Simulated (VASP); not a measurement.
Write the native input for VASP 6.6.1 that does the following.

| Quantity | Value |
| --- | --- |
| Task | single point |
| Functional | PBE |
| Potentials or basis | VASP PAW PBE potentials, release 64 (Li_sv, F) |
| Cutoff | 520 eV |
| k mesh | 10 × 10 × 10 |
| Occupations | gaussian, width 0.05 eV |
| Spin | no spin polarisation |
| Dipole correction | no |
| Further INCAR settings | ALGO = Normal; EDIFF = 1e-06; NBANDS = 12 |

The structure of LiF lies in POSCAR:

```
LiF
1.0
    0.0000000000      2.0643500000      1.9133000000
    2.0643500000      0.0000000000      1.9133000000
    2.0643500000      2.0643500000      0.0000000000
Li F
1 1
Direct
    0.0000000000      0.0000000000      0.0000000000
    0.5000000000      0.5000000000      0.5000000000
```

This cell differs from its parent crystal: strain +0.025 along x and y, -0.050 along z.

The input as run:

INCAR

```
ALGO     = Normal         # electronic algorithm
EDIFF    = 1E-6           # SCF threshold, eV
ENCUT    = 520            # plane-wave cutoff, eV
GGA      = PE             # functional
ISIF     = 2              # what is computed and relaxed
ISMEAR   = 0              # smearing method
LASPH    = T              # aspherical terms in the spheres
LCHARG   = F              # write CHGCAR
LREAL    = F              # projectors in reciprocal space
LWAVE    = F              # write WAVECAR
NBANDS   = 12             # bands
NELM     = 60             # most SCF steps
PREC     = Accurate       # precision mode
SIGMA    = 0.05           # smearing width, eV
```

KPOINTS

```
k-points
0
Gamma
  10 10 10
```

Potentials or basis: VASP PAW PBE potentials, release 64 (Li_sv, F).

Command:

```bash
$ cat potpaw_PBE.64/Li_sv/POTCAR potpaw_PBE.64/F/POTCAR > POTCAR
$ mpirun -np 1 vasp_std > vasp.out
```

It gave:

| Quantity | Value |
| --- | --- |
| Band gap on the k mesh | 9.02 eV, direct |

Caveat: the cell differs from its parent crystal (strain +0.025 along x and y, -0.050 along z).

It took 6.3 s on 1 thread of Intel(R) Xeon(R) 6975P-C (Granite Rapids), with other jobs on the host, peak memory 0.14 GiB.
